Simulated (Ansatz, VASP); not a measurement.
ZnSe: VASP beside Ansatz

INCAR

```
  PREC = Accurate
  ENCUT = 520
  EDIFF = 1E-6
  ISMEAR = 0
  SIGMA = 0.01
  LREAL = F
  LASPH = T
  NELM = 60
  ALGO = Normal
  ISIF = 2
  LWAVE = F
  LCHARG = F
  NBANDS = 16
```

File KPOINTS:

```
Automatic mesh
0
Gamma
  6 6 6
```

Contents of POSCAR:

```
ZnSe
1.0
    0.0000000000      2.8324206848      2.8324206848
    2.8324206848      0.0000000000      2.8324206848
    2.8324206848      2.8324206848      0.0000000000
Zn Se
1 1
Direct
    0.0000000000      0.0000000000      0.0000000000
    0.2500000000      0.2500000000      0.2500000000
```

Input for Ansatz:

```yaml
crystal:
  lattice:
    - [0.0, 2.8324206848, 2.8324206848]
    - [2.8324206848, 0.0, 2.8324206848]
    - [2.8324206848, 2.8324206848, 0.0]
  atoms:
    - { symbol: Zn, position: [0.0, 0.0, 0.0] }
    - { symbol: Se, position: [0.25, 0.25, 0.25] }
kpoints:
  mp_grid: { grid: [6, 6, 6] }
hamiltonian:
  xc: lda
scf:
  occupations: { method: fixed }
  n_extra_bands: 4
output:
  forces: true
  stress: true
  eigenvalues: true
```

Alike in both runs: task single point; functional LDA; k mesh 6 × 6 × 6; no spin polarisation.

```csv
,VASP,Ansatz
version,VASP 6.6.1,Ansatz 0.2.0
potentials or method,"VASP PAW LDA potentials, release 64 (Zn, Se)",plane waves
plane-wave cutoff (eV),520,420
occupations,"gaussian, width 0.01 eV",fixed
valence electrons in the cell,18,28
```

|  | VASP | Ansatz | Ansatz less VASP |
| --- | --- | --- | --- |
| gap on the k mesh at the Fermi level (eV) | 1.07 | 1.04 | -0.037 |
| pressure (GPa) | -3.0 | -3.3 | -0.31 |

LDA's correlation is that of Perdew and Zunger in VASP and of Perdew and Wang (1992) in Ansatz. VASP's potentials hold 18 valence electrons a cell and Ansatz's 28, so a difference there can come from the potentials and not from the codes.
